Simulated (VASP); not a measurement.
# Re in VASP: a series of runs, part 2 of 2

VASP 6.6.1.

## Step 3: Single point, PBE, collinear spin

This run uses another cell than the first one.

INCAR

```
SYSTEM = Re
  PREC = Accurate
  ENCUT = 520
  EDIFF = 1E-6
  ISMEAR = 0
  SIGMA = 0.05
  LREAL = .FALSE.
  LASPH = .TRUE.
  NELM = 150
  ALGO = Normal
  ISIF = 2
  LWAVE = .FALSE.
  LCHARG = .FALSE.
  ISPIN = 2
  MAGMOM = 1.5 1.5
  LORBIT = 11
  LMAXMIX = 4
  GGA = PE
  NBANDS = 18
```

KPOINTS

```
regular mesh
0
G
  1 1 15
  0 0 0
```

POSCAR

```
Re
1.0
   10.1000000000      0.0000000000      0.0000000000
    0.0000000000      9.3000000000      0.0000000000
    0.0000000000      0.0000000000      4.4641265640
Re
2
Direct
    0.4447509089      0.5000000000      0.0000000000
    0.5552490911      0.5000000000      0.5000000000
```

Potentials or basis: VASP PAW PBE potentials, release 64 (Re).

The run is started by

```console
cat potpaw_PBE.64/Re/POTCAR > POTCAR
mpirun -np 1 vasp_std > vasp.out
```

OUTCAR:

```text
SYSTEM = Re
   PREC = Accurate
   ENCUT = 520
   EDIFF = 1E-6
   ISMEAR = 0
   LREAL = .FALSE.
   LASPH = .TRUE.
   NELM = 150
   ISIF = 2
   ISPIN = 2
   LORBIT = 11
   GGA = PE

 ion  position               nearest neighbor table
   1  0.445  0.500  0.000-   2 2.50   2 2.50
   2  0.555  0.500  0.500-   1 2.50   1 2.50

  LATTYP: Found a simple orthorhombic cell.
 ALAT       =     4.4641265640
 B/A-ratio  =     2.0832742680
 C/A-ratio  =     2.2624806567

  Lattice vectors:

 A1 = (   0.0000000000,   0.0000000000,  -4.4641265640)
 A2 = (   0.0000000000,   9.3000000000,   0.0000000000)
 A3 = (  10.1000000000,   0.0000000000,   0.0000000000)

Analysis of symmetry for initial positions (statically):
=====================================================================
 Subroutine PRICEL returns:
 Original cell was already a primitive cell.

 Routine SETGRP: Setting up the symmetry group for a
 simple orthorhombic supercell.

 Subroutine GETGRP returns: Found  8 space group operations
 (whereof  4 operations were pure point group operations)
 out of a pool of  8 trial point group operations.

The static configuration has the point symmetry C_2v.
 The point group associated with its full space group is D_2h.

Analysis of symmetry for dynamics (positions and initial velocities):
=====================================================================
 Subroutine PRICEL returns:
 Original cell was already a primitive cell.

 Routine SETGRP: Setting up the symmetry group for a
 simple orthorhombic supercell.

 Subroutine GETGRP returns: Found  8 space group operations
 (whereof  4 operations were pure point group operations)
 out of a pool of  8 trial point group operations.

The dynamic configuration has the point symmetry C_2v.
 The point group associated with its full space group is D_2h.

Analysis of structural, dynamic, and magnetic symmetry:
=====================================================================
 Subroutine PRICEL returns:
 Original cell was already a primitive cell.

 Routine SETGRP: Setting up the symmetry group for a
[... 137 lines left out ...]
  energy without entropy =      -14.36319250  energy(sigma->0) =      -14.36818029

 E-fermi :  -3.7957     XC(G=0):  -2.5432

 val. band max:       -3.7990640140   @ k =   0.0000   0.0000   0.0000
 cond. band min:      -3.7942622089   @ k =   0.0000   0.0000   0.2000
 fundamental gap:      0.0048018052
 Fermi energy:        -3.7956664063

 spin component 1

 k-point     1 :       0.0000    0.0000    0.0000
  band No.  band energies     occupation
      1      -7.6011      1.00000
      2      -5.6339      1.00000
      3      -4.9843      1.00000
      4      -4.8938      1.00000
      5      -4.5460      1.00000
      6      -4.1027      1.00000
[... 144 lines left out ...]
      4      -5.1779      1.00000
      5      -4.7431      1.00000
      6      -4.4266      1.00000
[... 10 lines left out ...]
     17       2.0792      0.00000
     18       2.4724      0.00000
 Fermi energy:        -3.7956664063

 spin component 2

 k-point     1 :       0.0000    0.0000    0.0000
  band No.  band energies     occupation
      1      -7.6146      1.00000
      2      -5.6340      1.00000
      3      -5.0488      1.00000
      4      -4.8777      1.00000
      5      -4.5632      1.00000
      6      -3.7991      0.53828
[... 145 lines left out ...]
      5      -4.6990      1.00000
      6      -4.3874      1.00000
[... 10 lines left out ...]
     17       2.0978      0.00000
     18       2.4890      0.00000

------------------------ aborting loop because EDIFF is reached ----------------------------------------

  FORCE on cell =-STRESS in cart. coord.  units (eV):
  Direction    XX          YY          ZZ          XY          YZ          ZX
  --------------------------------------------------------------------------------------
  -------------------------------------------------------------------------------------
  Total       -0.0160827     -0.1185530    -18.6240540      0.0000000      0.0000000      0.0000000
  in kB       -0.0614508     -0.4529834    -71.1613181      0.0000000      0.0000000      0.0000000
  external PRESSURE =     -23.8919174 kB  Pullay stress =       0.0000000 kB

 VOLUME and BASIS-vectors are now :
 -----------------------------------------------------------------------------
  energy-cutoff  :      520.00
  volume of cell :      419.32
      direct lattice vectors                 reciprocal lattice vectors
    10.100000000  0.000000000  0.000000000     0.099009901  0.000000000  0.000000000
     0.000000000  9.300000000  0.000000000     0.000000000  0.107526882  0.000000000
     0.000000000  0.000000000  4.464126564     0.000000000  0.000000000  0.224007986

 POSITION                                       TOTAL-FORCE (eV/Angst)
 -----------------------------------------------------------------------------------
      4.49198      4.65000      0.00000         0.000031      0.000000      0.000000
      5.60802      4.65000      2.23206        -0.000031      0.000000      0.000000
 -----------------------------------------------------------------------------------
    total drift:                                0.000000     -0.000000     -0.000000

  FREE ENERGIE OF THE ION-ELECTRON SYSTEM (eV)
  ---------------------------------------------------
  free  energy   TOTEN  =       -14.3731680744 eV

  energy  without entropy=      -14.3631925002  energy(sigma->0) =      -14.36818029

 total charge

# of ion       s       p       d       tot
------------------------------------------
    1        0.674   0.172   4.678   5.524
    2        0.674   0.172   4.678   5.524
--------------------------------------------------
tot          1.347   0.344   9.356  11.047

 magnetization (x)

# of ion       s       p       d       tot
------------------------------------------
    1        0.007  -0.004   0.063   0.066
    2        0.007  -0.004   0.063   0.066
--------------------------------------------------
tot          0.014  -0.008   0.126   0.131
```

stdout:

```text
POSCAR found type information on POSCAR Re
 POSCAR found :  1 types and       2 ions
 scaLAPACK will be used
 LDA part: xc-table for (Slater+PW92), standard interpolation
 POSCAR, INCAR and KPOINTS ok, starting setup
 FFT: planning ... GRIDC
 FFT: planning ... GRID_SOFT
 FFT: planning ... GRID
 WAVECAR not read
 entering main loop
```

Wall time 13 min (1 thread of AMD EPYC 9R45 (Zen 5), shared host); peak memory 0.64 GiB.

What came out:

```yaml
Free_energy: -14.3732 eV
Net_moment: 0.15 μB per cell
Site_moments: Re +0.07 μB
Valence_electrons_inside_the_program's_atomic_spheres: Re 5.52
```

Caveat: a moment this small can come from the mesh or the smearing; spin-orbit coupling is left out, which moves the levels of the heavy elements.

## Step 4: Single point, PBE, collinear spin

This run uses another cell than the first one.

INCAR

```
  PREC = Accurate
  ENCUT = 520
  EDIFF = 1E-6
  ISMEAR = 0
  SIGMA = 0.05
  LREAL = False
  LASPH = True
  NELM = 150
  ALGO = Normal
  ISIF = 2
  LWAVE = False
  LCHARG = False
  ISPIN = 2
  MAGMOM = 1.5 1.5
  LORBIT = 11
  LMAXMIX = 4
  GGA = PE
  NBANDS = 18
```

KPOINTS

```
Automatic mesh
0
Gamma
  1 1 24
```

POSCAR

```
Re
1.0
   11.2000000000      0.0000000000      0.0000000000
    0.0000000000      9.3000000000      0.0000000000
    0.0000000000      0.0000000000      2.6288745321
Re
2
Direct
    0.4003543178      0.5000000000      0.0000000000
    0.5996456822      0.5000000000      0.5000000000
```

The run is started by

```console
cat potpaw_PBE.64/Re/POTCAR > POTCAR
mpirun -np 1 vasp_std > vasp.out
```

It took 1.9 min on 1 thread of AMD EPYC 9R45 (Zen 5), shared host; peak memory 0.42 GiB.

It converged, with:

- Free energy: -16.8345 eV
- Largest force: 2.346 eV/Å
- Net moment: 2.50 μB per cell
- Site moments: Re +1.03 μB
- Valence electrons inside the program's atomic spheres: Re 5.65

Forces on the atoms (eV/Å):
```
Re   2.346  0.000  0.000
Re  -2.346  0.000  0.000
```

Levels at points of the mesh, in eV from the Fermi level:
Spin up:
```tsv
k point	band 5	band 6	band 7	band 8	band 9	band 10	band 11	band 12
(0.00, 0.00, 0.00)	-1.87	-1.28	-0.33	-0.33	-0.17	1.21	1.41	1.93
(0.00, 0.00, 0.50)	-0.31	-0.31	0.01	0.01	0.64	0.64	4.29	4.29
```
Spin down:
```csv
k point,band 2,band 3,band 4,band 5,band 6,band 7,band 8,band 9,band 10,band 11
"(0.00, 0.00, 0.00)",-5.02,-2.17,-1.57,-1.01,-0.37,0.27,0.63,0.64,1.88,2.11
"(0.00, 0.00, 0.50)",-3.90,-2.50,-2.50,0.93,0.93,1.03,1.03,1.26,1.26,4.64
```

Caveat: spin-orbit coupling is left out, which moves the levels of the heavy elements.

## Step 5: The runs side by side

```tsv
cell	k mesh	gap on the mesh (eV)	moment (μB)	largest force (eV/Å)
a = 11.200, b = 9.300, c = 2.416 Å, 2 atoms, atomic positions A	1 × 1 × 24	none	0.21	0.09
a = 10.100, b = 9.300, c = 4.464 Å, 2 atoms, atomic positions B	1 × 1 × 15	none	0.15	-
a = 11.200, b = 9.300, c = 2.629 Å, 2 atoms, atomic positions C	1 × 1 × 24	none	2.50	2.35
```

Alike in all rows: task single point; level PBE; potentials or basis VASP PAW PBE potentials, release 64 (Re); spin collinear; cutoff (eV) 520; smearing gaussian 0.05 eV.

Caveats: spin-orbit coupling is left out, which moves the levels of the heavy elements; a moment this small can come from the mesh or the smearing (at least some runs).

Absolute energies hang on the potentials; compare differences alone.

The gap in the log of VASP goes by the Fermi energy; the results here count the filled bands.